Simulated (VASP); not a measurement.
# GaGeO (P-6m2) in VASP: single point with PBE

Aim: the single point of GaGeO with PBE.

Program: VASP 6.6.1. These are calculated values, not measurements. Logs are shortened: lines on timing, memory, paths and dates and some standing lists are left out, and cuts for length are marked.

### Step 1. The cell of the first run

It takes space group P-6m2 (No. 187, hexagonal). Conventional cell: a = 3.944 Å, b = 3.944 Å, c = 3.461 Å, α = 90.00°, β = 90.00°, γ = 120.00°. Ga (site symmetry -6m2) has 3 Ge at 2.28 Å and 6 O at 2.86 Å within 3.0 Å. Within 3.0 Å of Ge (site symmetry -6m2) lie 3 Ga at 2.28 Å and 6 O at 2.86 Å. O (site symmetry -6m2) has 6 Ge at 2.86 Å and 6 Ga at 2.86 Å and 2 O at 3.46 Å within 3.8 Å.

### Step 2. Single point, PBE

The input, INCAR:

```
SYSTEM = GaGeO
  PREC = Accurate
  ENCUT = 520
  EDIFF = 1E-6
  ISMEAR = 0
  SIGMA = 0.1
  LREAL = .FALSE.
  LASPH = .TRUE.
  NELM = 60
  ALGO = Normal
  ISIF = 2
  LWAVE = .FALSE.
  LCHARG = .FALSE.
  GGA = PE
  NBANDS = 24
```

The input, KPOINTS:

```
Automatic mesh
0
G
  6 6 6
  0 0 0
```

The input, POSCAR:

```
GaGeO
1.0
    3.9435397100      0.0000000000      0.0000000000
   -1.9717698500      3.4152055700      0.0000000000
    0.0000000000      0.0000000000      3.4610247600
Ga Ge O
1 1 1
Direct
    0.3333333300      0.6666666700      0.5000000000
    0.0000000000      0.0000000000      0.5000000000
    0.6666666700      0.3333333300      0.0000000000
```

Potentials or basis: VASP PAW PBE potentials, release 64 (Ga_d, Ge_d, O).

On the command line:

```sh
$ cat potpaw_PBE.64/Ga_d/POTCAR potpaw_PBE.64/Ge_d/POTCAR potpaw_PBE.64/O/POTCAR > POTCAR
$ mpirun -np 1 vasp_std > vasp.out
```

OUTCAR:

```text
SYSTEM = GaGeO
   PREC = Accurate
   ENCUT = 520
   EDIFF = 1E-6
   ISMEAR = 0
   LREAL = .FALSE.
   LASPH = .TRUE.
   NELM = 60
   ISIF = 2
   GGA = PE

 ion  position               nearest neighbor table
   1  0.333  0.667  0.500-   2 2.28   2 2.28   2 2.28
   2  0.000  0.000  0.500-   1 2.28   1 2.28   1 2.28
   3  0.667  0.333  0.000-

  LATTYP: Found a hexagonal cell.
 ALAT       =     3.9435397100
 C/A-ratio  =     0.8776442015

  Lattice vectors:

 A1 = (   3.9435397100,   0.0000000000,   0.0000000000)
 A2 = (  -1.9717698500,   3.4152055700,   0.0000000000)
 A3 = (   0.0000000000,   0.0000000000,   3.4610247600)

Analysis of symmetry for initial positions (statically):
=====================================================================
 Subroutine PRICEL returns:
 Original cell was already a primitive cell.

 Routine SETGRP: Setting up the symmetry group for a
 hexagonal supercell.

 Subroutine GETGRP returns: Found 12 space group operations
 (whereof 12 operations were pure point group operations)
 out of a pool of 24 trial point group operations.

The static configuration has the point symmetry D_3h.

Analysis of symmetry for dynamics (positions and initial velocities):
=====================================================================
 Subroutine PRICEL returns:
 Original cell was already a primitive cell.

 Routine SETGRP: Setting up the symmetry group for a
 hexagonal supercell.

 Subroutine GETGRP returns: Found 12 space group operations
 (whereof 12 operations were pure point group operations)
 out of a pool of 24 trial point group operations.

The dynamic configuration has the point symmetry D_3h.

 Subroutine INISYM returns: Found 12 space group operations
 (whereof 12 operations are pure point group operations),
 and found     1 'primitive' translations

----------------------------------------------------------------------------------------

                                     Primitive cell

  volume of cell :      46.6131

  direct lattice vectors                    reciprocal lattice vectors
     3.943539710  0.000000000  0.000000000     0.253579290  0.146404071  0.000000000
    -1.971769850  3.415205570  0.000000000     0.000000000  0.292808143  0.000000000
     0.000000000  0.000000000  3.461024760     0.000000000  0.000000000  0.288931767

  length of vectors
     3.943539710  3.943539708  3.461024760     0.292808143  0.292808143  0.288931767

  position of ions in fractional coordinates (direct lattice)
     0.333333330  0.666666670  0.500000000
     0.000000000  0.000000000  0.500000000
     0.666666670  0.333333330  0.000000000

  ion indices of the primitive-cell ions
   primitive index   ion index
                 1           1
                 2           2
                 3           3

----------------------------------------------------------------------------------------

 KPOINTS: Automatic mesh

Automatic generation of k-mesh.
 Grid dimensions read from file:
 generate k-points for:    6    6    6

 Generating k-lattice:

  Cartesian coordinates                     Fractional coordinates (reciprocal lattice)
     0.042263215  0.024400678  0.000000000     0.166666667 -0.000000000  0.000000000
     0.000000000  0.048801357  0.000000000     0.000000000  0.166666667  0.000000000
     0.000000000  0.000000000  0.048155295     0.000000000  0.000000000  0.166666667

  Length of vectors
     0.048801357  0.048801357  0.048155295

  Shift w.r.t. Gamma in fractional coordinates (k-lattice)
     0.000000000  0.000000000  0.000000000

 Subroutine IBZKPT returns following result:
 ===========================================

 Found     28 irreducible k-points:

 Following reciprocal coordinates:
            Coordinates               Weight
  0.000000  0.000000  0.000000      1.000000
  0.166667 -0.000000  0.000000      6.000000
  0.333333 -0.000000  0.000000      6.000000
  0.500000  0.000000  0.000000      3.000000
  0.166667  0.166667  0.000000      6.000000
  0.333333  0.166667  0.000000     12.000000
[... 16 lines left out ...]
  0.166667 -0.000000  0.500000      6.000000
  0.333333 -0.000000  0.500000      6.000000
 [... further k-points ...]
   k-points           NKPTS =     28   k-points in BZ     NKDIM =     28   number of bands    NBANDS=     24
   number of dos      NEDOS =    301   number of ions     NIONS =      3
   total plane-waves  NPLWV =  25200
   dimension x,y,z NGX =    30 NGY =   30 NGZ =   28
   dimension x,y,z NGXF=    60 NGYF=   60 NGZF=   56
   ions per type =               1   1   1
   NGX,Y,Z   is equivalent  to a cutoff of  12.65, 12.65, 13.45 a.u.
   NGXF,Y,Z  is equivalent  to a cutoff of  25.29, 25.29, 26.90 a.u.
 SYSTEM =  GaGeO
   PREC   = accura    normal or accurate (medium, high low for compatibility)
   ISTART =      0    job   : 0-new  1-cont  2-samecut
   ICHARG =      2    charge: 1-file 2-atom 10-const
   ISPIN  =      1    spin polarized calculation?
   LNONCOLLINEAR =      F non collinear calculations
   LSORBIT =      F    spin-orbit coupling
   LASPH  =      T    aspherical Exc in radial PAW
   ENCUT  =  520.0 eV  38.22 Ry    6.18 a.u.   7.33  7.33  6.44*2*pi/ulx,y,z
   NELM   =     60;   NELMIN=  2; NELMDL= -5     # of ELM steps
   EDIFF  = 0.1E-05   stopping-criterion for ELM
   LREAL  =      F    real-space projection
   EDIFFG = 0.1E-04   stopping-criterion for IOM
   NSW    =      0    number of steps for IOM
   IBRION =     -1    ionic relax: 0-MD 1-quasi-New 2-CG
   NFREE  =      0    steps in history (QN), initial steepest desc. (CG)
   ISIF   =      2    stress and relaxation
   ISYM   =      2    0-nonsym 1-usesym 2-fastsym
   POTIM  = 0.5000    time-step for ionic-motion
   TEBEG  =    0.0;   TEEND  =   0.0 temperature during run
   PSTRESS=    0.0 pullay stress
   NELECT =      33.0000    total number of electrons
   NUPDOWN=      -1.0000    fix difference up-down
   EMIN   =  10.00;   EMAX   =-10.00  energy-range for DOS
   EFERMI =   0.00;   METHOD = LEGACY
   ISMEAR =     0;   SIGMA  =   0.10  broadening in eV -4-tet -1-fermi 0-gaus
   EFERMI_NEDOS =   21; number of points for ismear=-14 and -15
   IALGO  =     38    algorithm
   IMIX   =      4    mixing-type and parameters
     AMIX     =   0.40;   BMIX     =  1.00
     AMIX_MAG =   1.60;   BMIX_MAG =  1.00
  volume/ion in A,a.u.               =      15.54       104.85
  Fermi-wavevector in a.u.,A,eV,Ry     =   1.459073  2.757247 28.965344  2.128893
  Thomas-Fermi vector in A             =   2.575683
   LORBIT       =      0    0 simple, 1 ext, 2 COOP (PROOUT), +10 PAW based schemes
   GGA     = PE    functional components
   LHFCALC =     F    Hartree Fock is set to
   AEXX    =    0.0000 exact exchange contribution
   IVDW    =     0    specifies the selected vdW correction
   LEPSILON=     F    determine dielectric tensor
   LRPA    =     F    only Hartree local field effects (RPA)
 non-spin polarized calculation
 Gauss-broadening in eV      SIGMA  =   0.10
  energy-cutoff  :      520.00
  volume of cell :       46.61
 maximum number of plane-waves:      1273
 NGX is ok and might be reduce to    30
   NGX = 15   NGY = 15   NGZ = 13

 number of electron      33.0000001 magnetization

 Free energy of the ion-electron system (eV)
  ---------------------------------------------------
  ext. energy  EPLUGINS =         0.00000000
  ---------------------------------------------------
  free energy    TOTEN  =       -11.02103333 eV

  energy without entropy =      -11.00815929  energy(sigma->0) =      -11.01459631

 E-fermi :   4.6589     XC(G=0): -10.9329

 val. band max:        4.6552683706   @ k =   0.3333   0.1667   0.0000
 cond. band min:       4.7139184638   @ k =   0.1667  -0.0000   0.5000
 fundamental gap:      0.0586500932
 Fermi energy:         4.6589155396

 k-point     1 :       0.0000    0.0000    0.0000
  band No.  band energies     occupation
      1     -20.1373      2.00000
      2     -20.0571      2.00000
      3     -20.0571      2.00000
      4     -20.0028      2.00000
      5     -20.0028      2.00000
      6     -12.2068      2.00000
[... 16 lines left out ...]
     23      15.4755      0.00000
     24      17.4314      0.00000

 k-point     2 :       0.1667   -0.0000    0.0000
  band No.  band energies     occupation
      1     -20.1356      2.00000
      2     -20.0576      2.00000
      3     -20.0573      2.00000
      4     -20.0049      2.00000
      5     -20.0020      2.00000
      6     -12.1292      2.00000
[... 16 lines left out ...]
     23      14.1336      0.00000
     24      18.5181      0.00000

 k-point     3 :       0.3333   -0.0000    0.0000
  band No.  band energies     occupation
      1     -20.1322      2.00000
      2     -20.0586      2.00000
      3     -20.0579      2.00000
      4     -20.0091      2.00000
      5     -20.0004      2.00000
      6     -11.9714      2.00000
[... 16 lines left out ...]
     23      14.3942      0.00000
     24      17.5377      0.00000

 k-point     4 :       0.5000    0.0000    0.0000
  band No.  band energies     occupation
      1     -20.1306      2.00000
      2     -20.0591      2.00000
      3     -20.0582      2.00000
      4     -20.0113      2.00000
      5     -19.9996      2.00000
      6     -11.8915      2.00000
[... 16 lines left out ...]
     23      16.1274      0.00000
     24      17.8826      0.00000

 k-point     5 :       0.1667    0.1667    0.0000
  band No.  band energies     occupation
      1     -20.1331      2.00000
      2     -20.0584      2.00000
      3     -20.0577      2.00000
      4     -20.0074      2.00000
      5     -20.0015      2.00000
      6     -12.0118      2.00000
[... 451 lines left out ...]
 k-point    22 :       0.0000    0.0000    0.5000
  band No.  band energies     occupation
      1     -20.1180      2.00000
      2     -20.0635      2.00000
      3     -20.0635      2.00000
      4     -20.0018      2.00000
      5     -20.0018      2.00000
      6     -11.8202      2.00000
[... 16 lines left out ...]
     23      13.9099      0.00000
     24      13.9099      0.00000

 k-point    23 :       0.1667   -0.0000    0.5000
  band No.  band energies     occupation
      1     -20.1162      2.00000
      2     -20.0646      2.00000
      3     -20.0639      2.00000
      4     -20.0038      2.00000
      5     -20.0011      2.00000
      6     -11.7977      2.00000
[... 16 lines left out ...]
     23      14.1813      0.00000
     24      15.8889      0.00000

 k-point    24 :       0.3333   -0.0000    0.5000
  band No.  band energies     occupation
      1     -20.1126      2.00000
      2     -20.0667      2.00000
      3     -20.0646      2.00000
      4     -20.0078      2.00000
      5     -19.9996      2.00000
      6     -11.7512      2.00000
[... 16 lines left out ...]
     23      15.2576      0.00000
     24      17.2679      0.00000

 [... further k-points ...]
[... 5 lines left out ...]
  --------------------------------------------------------------------------------------
  -------------------------------------------------------------------------------------
  Total        4.2481368      4.2481368     -0.5647796      0.0000000      0.0000000      0.0000000
  in kB      146.0162887    146.0162887    -19.4125149      0.0000002      0.0000000      0.0000000
  external PRESSURE =      90.8733542 kB  Pullay stress =       0.0000000 kB

 VOLUME and BASIS-vectors are now :
 -----------------------------------------------------------------------------
  energy-cutoff  :      520.00
  volume of cell :       46.61
      direct lattice vectors                 reciprocal lattice vectors
     3.943539710  0.000000000  0.000000000     0.253579290  0.146404071  0.000000000
    -1.971769850  3.415205570  0.000000000     0.000000000  0.292808143  0.000000000
     0.000000000  0.000000000  3.461024760     0.000000000  0.000000000  0.288931767

 POSITION                                       TOTAL-FORCE (eV/Angst)
 -----------------------------------------------------------------------------------
     -0.00000      2.27680      1.73051         0.000000     -0.000000      0.000000
      0.00000      0.00000      1.73051         0.000000      0.000000      0.000000
      1.97177      1.13840      0.00000        -0.000000     -0.000000      0.000000
 -----------------------------------------------------------------------------------
    total drift:                               -0.000019      0.000011     -0.000000

  FREE ENERGIE OF THE ION-ELECTRON SYSTEM (eV)
  ---------------------------------------------------
  free  energy   TOTEN  =       -11.0210333334 eV

  energy  without entropy=      -11.0081592939  energy(sigma->0) =      -11.01459631
```

Run time: 70 s. Hardware: 1 thread of AMD EPYC 7R13, shared host; peak memory 0.15 GiB.

Results:

- Free energy: -11.0210 eV
- Pressure: 9.1 GPa

Levels at points of the mesh, in eV from the Fermi level:
```csv
k point,band 13,band 14,band 15,band 16,band 17,band 18,band 19,band 20
"(0.00, 0.00, 0.00)",-2.31,-2.17,-2.17,-0.10,-0.10,1.36,3.10,6.42
"(0.50, 0.00, 0.00)",-6.29,-3.69,-1.58,-0.76,0.89,3.04,3.10,6.61
"(0.00, 0.00, 0.50)",-2.52,-1.72,-1.72,-1.13,0.67,0.67,3.19,5.67
"(0.50, 0.00, 0.50)",-6.28,-4.20,-1.96,-1.41,-1.14,0.84,2.59,5.55
```

Caveat: an odd number of electrons without spin polarisation forces a metal; a magnetic or distorted state may lie lower.
